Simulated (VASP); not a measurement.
# Ir in VASP: notebook, part 2 of 2

VASP 6.6.1.

## 3. Single point, PBE

This run uses another cell than the first one: it holds 4 atoms, not 5.

The input, INCAR:

```
SYSTEM = Ir
PREC = Accurate
ENCUT = 520
EDIFF = 1E-7
ISMEAR = 0
SIGMA = 0.1
LREAL = .False.
LASPH = .True.
NELM = 100
ALGO = Normal
ISIF = 2
LWAVE = .False.
LCHARG = .False.
LDIPOL = .True.
IDIPOL = 3
DIPOL = 0.5 0.5 0.500
GGA = PE
NBANDS = 26
```

The input, KPOINTS:

```
Automatic mesh
0
Gamma
  15 15 1
  0 0 0
```

The input, POSCAR:

```
Ir
1.0
    2.7369673410      0.0000000000      0.0000000000
   -1.3684836705      2.3702832466      0.0000000000
    0.0000000000      0.0000000000     21.7041734281
Ir
4
Direct
    0.6666666667      0.3333333333      0.3455556612
    0.3333333333      0.6666666667      0.4485185537
    0.0000000000      0.0000000000      0.5514814463
    0.6666666667      0.3333333333      0.6544443388
```

Potentials or basis: VASP PAW PBE potentials, release 64 (Ir).

Started as:

```bash
> cat potpaw_PBE.64/Ir/POTCAR > POTCAR
> mpirun -np 1 vasp_std > vasp.out
```

OUTCAR:

```text
SYSTEM = Ir
   PREC = Accurate
   ENCUT = 520
   EDIFF = 1E-7
   ISMEAR = 0
   LREAL = .False.
   LASPH = .True.
   NELM = 100
   ISIF = 2
   GGA = PE

 ion  position               nearest neighbor table
   1  0.667  0.333  0.346-   2 2.74   2 2.74   2 2.74
   2  0.333  0.667  0.449-   1 2.74   1 2.74   1 2.74   3 2.74   3 2.74   3 2.74
   3  0.000  0.000  0.551-   4 2.74   4 2.74   4 2.74   2 2.74   2 2.74   2 2.74
   4  0.667  0.333  0.654-   3 2.74   3 2.74   3 2.74

  LATTYP: Found a hexagonal cell.
 ALAT       =     2.7369673410
 C/A-ratio  =     7.9300081893

  Lattice vectors:

 A1 = (   2.7369673410,   0.0000000000,   0.0000000000)
 A2 = (  -1.3684836705,   2.3702832466,   0.0000000000)
 A3 = (   0.0000000000,   0.0000000000,  21.7041734281)

Analysis of symmetry for initial positions (statically):
=====================================================================
 Subroutine PRICEL returns:
 Original cell was already a primitive cell.

 Routine SETGRP: Setting up the symmetry group for a
 hexagonal supercell.

 Subroutine GETGRP returns: Found 12 space group operations
[... 178 lines left out ...]
 Fermi energy:         0.8443039240

 k-point     1 :       0.0000    0.0000    0.0000
  band No.  band energies     occupation
      1      -9.4190      2.00000
      2      -7.9753      2.00000
      3      -6.7422      2.00000
      4      -6.7383      2.00000
      5      -3.0511      2.00000
      6      -2.9126      2.00000
[... 685 lines left out ...]
     25       7.7151      0.00000
     26       7.7768      0.00000

 [... further k-points ...]

------------------------ aborting loop because EDIFF is reached ----------------------------------------

 vacuum level on the upper side and lower side of the slab       (xc-potential included)        -0.108        -0.108

  FORCE on cell =-STRESS in cart. coord.  units (eV):
  Direction    XX          YY          ZZ          XY          YZ          ZX
  --------------------------------------------------------------------------------------
  -------------------------------------------------------------------------------------
  Total       -4.3923831     -4.3923831     -2.8139166      0.0000000      0.0000000     -0.0000000
  in kB      -49.9801640    -49.9801640    -32.0190686      0.0000000      0.0000000     -0.0000000
  external PRESSURE =     -43.9931322 kB  Pullay stress =       0.0000000 kB

 VOLUME and BASIS-vectors are now :
 -----------------------------------------------------------------------------
  energy-cutoff  :      520.00
  volume of cell :      140.80
      direct lattice vectors                 reciprocal lattice vectors
     2.736967341  0.000000000  0.000000000     0.365367896  0.210945253  0.000000000
    -1.368483671  2.370283247  0.000000000     0.000000000  0.421890507  0.000000000
     0.000000000  0.000000000 21.704173428     0.000000000  0.000000000  0.046074088

 POSITION                                       TOTAL-FORCE (eV/Angst)
 -----------------------------------------------------------------------------------
      1.36848      0.79009      7.50000         0.000000      0.000000      0.438113
     -0.00000      1.58019      9.73472        -0.000000      0.000000     -0.070024
      0.00000      0.00000     11.96945         0.000000     -0.000000      0.070024
      1.36848      0.79009     14.20417        -0.000000     -0.000000     -0.438113
 -----------------------------------------------------------------------------------
    total drift:                                0.000000     -0.000000     -0.000008

  FREE ENERGIE OF THE ION-ELECTRON SYSTEM (eV)
  ---------------------------------------------------
  free  energy   TOTEN  =       -33.5746085211 eV

  energy  without entropy=      -33.5505314199  energy(sigma->0) =      -33.56256997

 vacuum level on the upper side and lower side of the slab         6.269         6.269
```

Wall time 2.5 min (1 thread of Intel Xeon Platinum 8259CL at 2.50GHz (Skylake/Cascade Lake), shared host); peak memory 0.27 GiB.

Results:

* Free energy: -33.5746 eV
* Largest force: 0.438 eV/Å
* Band gap on the k mesh: zero (band 18 reaches 1.79 eV, above the bottom of band 19 at -0.32 eV)

Forces in eV/Å, atoms in the order of the input:
```
Ir   0.000  0.000  0.438
Ir   0.000  0.000 -0.070
Ir   0.000  0.000  0.070
Ir   0.000  0.000 -0.438
```

Caveat: spin-orbit coupling is left out, which moves the levels of the heavy elements.

## 4. Single point, PBE

The input, INCAR:

```
ALGO = Normal
DIPOL = 0.5 0.5 0.500
EDIFF = 1E-7
ENCUT = 520
GGA = PE
IDIPOL = 3
ISIF = 2
ISMEAR = 0
LASPH = T
LCHARG = T
LDIPOL = T
LELF = T
LREAL = F
LVACPOTAV = T
LVHAR = T
LWAVE = F
NBANDS = 30
NELM = 100
PREC = Accurate
SIGMA = 0.1
```

The input, KPOINTS:

```
k-points
0
Gamma
  15 15 1
```

The input, POSCAR:

```
Ir
1.0
    2.7369673410      0.0000000000      0.0000000000
   -1.3684836705      2.3702832466      0.0000000000
    0.0000000000      0.0000000000     23.9388979041
Ir
5
Direct
    0.6666666667      0.3333333333      0.3132976309
    0.3333333333      0.6666666667      0.4066488155
    0.0000000000      0.0000000000      0.5000000000
    0.6666666667      0.3333333333      0.5933511845
    0.3333333333      0.6666666667      0.6867023691
```

Started as:

```bash
> cat potpaw_PBE.64/Ir/POTCAR > POTCAR
> mpirun -np 1 vasp_std > vasp.out
```

Run time: 3.9 min. Hardware: 1 thread of Intel Xeon Platinum 8259CL at 2.50GHz (Skylake/Cascade Lake), shared host; peak memory 0.29 GiB.

Results (log left out):

```
Free energy   : -42.4054 eV
Largest force : 0.451 eV/Å
```

Forces on the atoms (eV/Å):
```
Ir   0.000  0.000  0.451
Ir   0.000  0.000 -0.343
Ir   0.000  0.000  0.000
Ir   0.000  0.000  0.343
Ir   0.000  0.000 -0.451
```

Levels at points of the mesh, in eV from the Fermi level:
```csv
k point,band 20,band 21,band 22,band 23,band 24,band 25
"(0.00, 0.00, 0.00)",-1.15,-1.15,-1.00,-1.00,-0.43,-0.43
```

Caveat: spin-orbit coupling is left out, which moves the levels of the heavy elements.

## 5. Overview

```csv
cell,smearing,gap on the mesh (eV),largest force (eV/Å)
"a = 2.737, b = 2.737, c = 23.939 Å, angles 90.0, 90.0, 120.0°, 5 atoms",fermi-dirac 0.3 eV,none,0.29
"a = 2.737, b = 2.737, c = 21.704 Å, angles 90.0, 90.0, 120.0°, 4 atoms",gaussian 0.1 eV,none,0.44
"a = 2.737, b = 2.737, c = 23.939 Å, angles 90.0, 90.0, 120.0°, 5 atoms",gaussian 0.1 eV,none,0.45
```

Alike in all rows: task single point; level PBE; potentials or basis VASP PAW PBE potentials, release 64 (Ir); no spin polarisation; k mesh 15 × 15 × 1; cutoff (eV) 520.

Caveats: spin-orbit coupling is left out, which moves the levels of the heavy elements.

Absolute energies hang on the potentials; compare differences alone.
